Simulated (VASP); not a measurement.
Here is a VASP 6.6.1 calculation.

Contents of INCAR:

```
ALGO = Normal
EDIFF = 1E-7
ENCUT = 520
GGA = PE
ISIF = 2
ISMEAR = 0
LASPH = True
LCHARG = True
LELF = True
LREAL = False
LVHAR = True
LWAVE = False
NBANDS = 11
NELM = 100
PREC = Accurate
SIGMA = 0.1
```

Contents of KPOINTS:

```
k-points
0
Gamma
  8 8 8
```

The input POSCAR:

```
Pd
1.0
    0.0000000000      1.9586507900      1.9586507900
    1.9586507900      0.0000000000      1.9586507900
    1.9586507900      1.9586507900      0.0000000000
Pd
1
Direct
    0.0000000000      0.0000000000      0.0000000000
```

Potentials or basis: VASP PAW PBE potentials, release 64 (Pd).

The run is started by

```bash
$ cat potpaw_PBE.64/Pd/POTCAR > POTCAR
$ mpirun -np 1 vasp_std > vasp.out
```

(1) What does it give for the band gap on the k mesh?

(2) Predict the pressure.

Results:

(1) zero (band 5 reaches 9.80 eV, above the bottom of band 6 at 8.25 eV).

(2) 3.9 GPa.
